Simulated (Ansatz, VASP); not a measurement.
ZnS in VASP and in Ansatz

```xyz
4
Lattice="3.7229 0.0000 0.0000 -1.8615 3.2241 0.0000 0.0000 0.0000 6.1197" Properties=species:S:1:pos:R:3 pbc="T T T"
Zn    0.0000    2.1494    0.0350
Zn    1.8615    1.0747    3.0948
S     0.0000    2.1494    2.3211
S     1.8615    1.0747    5.3810
```

Alike in both runs: task single point; functional PBEsol; k mesh 6 × 6 × 4; no spin polarisation.

```csv
,VASP,Ansatz
version,VASP 6.6.1,Ansatz 0.2.0
potentials or method,"VASP PAW PBE potentials, release 64 (Zn, S), cutoff 520 eV","all-electron LAPW, scalar-relativistic"
occupations,"gaussian, width 0.01 eV",fixed
```

|  | VASP | Ansatz | Ansatz less VASP |
| --- | --- | --- | --- |
| gap on the k mesh at the Fermi level (eV) | 2.36 | 2.36 | -0.006 |
| pressure (GPa) | 4.3 | 4.0 | -0.26 |

VASP's potentials were made for PBE, not for PBEsol. Ansatz ran all-electron here, and VASP with PAW potentials.
